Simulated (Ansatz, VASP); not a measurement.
**SnO2 in VASP and in Ansatz**

```
Sn O
1.0
     4.88191    0.00000    0.00000
     0.00000    4.96203    0.00000
     0.00000    0.00000    3.30446
Sn O
2 4
Direct
  0.00000 0.00000 0.00000
  0.50000 0.50000 0.50000
  0.70815 0.67896 0.00000
  0.20814 0.82104 0.50000
  0.79185 0.17896 0.50000
  0.29185 0.32104 0.00000
```

Change from the starting cell: volume scaled by 1.06.

Alike in both runs: task single point; functional PBEsol; k mesh 6 × 6 × 8; occupations fermi-dirac, width 0.05 eV; no spin polarisation.

|  | VASP | Ansatz |
| --- | --- | --- |
| version | VASP 6.6.1 | Ansatz 0.2.0 |
| potentials or method | VASP PAW PBE potentials, release 64 (Sn_d, O), cutoff 520 eV | all-electron LAPW, scalar-relativistic |

```csv
,VASP,Ansatz,Ansatz less VASP
gap on the k mesh at the Fermi level (eV),0.30,0.31,+0.008
least direct gap on the mesh (eV),0.42,0.43,+0.004
pressure (GPa),-14.2,-14.7,-0.44
"traceless stress, the component that is largest in VASP (GPa)",-2.41,-2.59,-0.177
rms of the force components (eV/Å),0.127,0.134,+0.0072
```

VASP's potentials were made for PBE, not for PBEsol. Atom by atom the forces differ by 0.008 eV/Å (rms over components). Ansatz ran all-electron here, and VASP with PAW potentials.
